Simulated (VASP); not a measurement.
The system is Be.

```
Be
1.0
     5.06939    0.00000    0.00000
    -2.53469    4.39022    0.00000
     0.00000    0.00000    2.95002
Be
8
Direct
  0.91880 0.60860 0.24600
  0.68980 0.08120 0.24600
  0.39140 0.31020 0.24600
  0.08120 0.39140 0.75400
  0.31020 0.91880 0.75400
  0.60860 0.68980 0.75400
  0.33333 0.66667 0.24770
  0.66667 0.33333 0.75230
```

```yaml
Program: VASP 6.6.1
Task: relaxation of cell and atoms
Functional: PBE
Potentials_or_basis: VASP PAW PBE potentials, release 64 (Be)
Cutoff: 600 eV
k_mesh: 6 × 6 × 6
Occupations: gaussian, width 0.1 eV
Spin: no spin polarisation
```

At the start: pressure 14.8 GPa; volume 8.21 Å³/atom.

Question: Where does the relaxation end?

Answer: Over 21 steps the energy falls by 427.7 meV/atom and the volume is 7.91 Å³/atom (-3.6 %); space group P6_3/m (No. 176, to 0.1 Å) before, P6_3/mmc (No. 194, to 0.1 Å).

The path:
| step | energy change (eV) | largest force (eV/Å) | pressure (GPa) | volume (Å³) |
| --- | --- | --- | --- | --- |
| 1 | 0.0000 | 1.1325 | 14.77 | 65.65 |
| 2 | -0.6645 | 0.5952 | -0.37 | 73.09 |
| 3 | -0.7099 | 0.4832 | -4.99 | 76.32 |
| 4 | -1.0221 | 0.4264 | -5.09 | 75.53 |
| 5 | -1.4871 | 1.0575 | -3.97 | 72.52 |
| 6 | -1.7653 | 1.2146 | -3.22 | 70.51 |
| 7 | -2.6248 | 1.4177 | 1.03 | 64.54 |
| 8 | -0.3484 | 1.8755 | 38.60 | 52.96 |
| 9 | -2.5893 | 1.5161 | 4.46 | 62.62 |
| 10 | -2.3734 | 0.5364 | 17.09 | 57.23 |
| 11 | -2.6656 | 1.3736 | 7.91 | 60.72 |
| 12 | -2.9600 | 0.7635 | 7.35 | 60.31 |
| 13 | -3.0690 | 0.0759 | 7.74 | 59.87 |
| 14 | -3.2415 | 0.0896 | 5.02 | 60.86 |
| 15 | -3.4141 | 0.1122 | -0.60 | 63.66 |
| 16 | -3.4161 | 0.1110 | -0.17 | 63.40 |
| 17 | -3.4160 | 0.1107 | -0.05 | 63.33 |
| 18 | -3.4180 | 0.0895 | 0.00 | 63.30 |
| 19 | -3.4211 | 0.0494 | 0.18 | 63.21 |
| 20 | -3.4213 | 0.0404 | 0.22 | 63.19 |
| 21 | -3.4218 | 0.0283 | 0.08 | 63.26 |

Final structure:
```
Be
1.0
     4.52748    0.00000    0.00000
    -2.26374    3.92091    0.00000
     0.00000    0.00000    3.56380
Be
8
Direct
  0.83417 0.66711 0.25044
  0.83295 0.16583 0.25044
  0.33289 0.16705 0.25044
  0.16583 0.33289 0.74956
  0.16705 0.83417 0.74956
  0.66711 0.83295 0.74956
  0.33333 0.66667 0.24870
  0.66667 0.33333 0.75130
```

Caveat: a cell axis changed by over 15 % at a fixed basis, so the end point is rough.
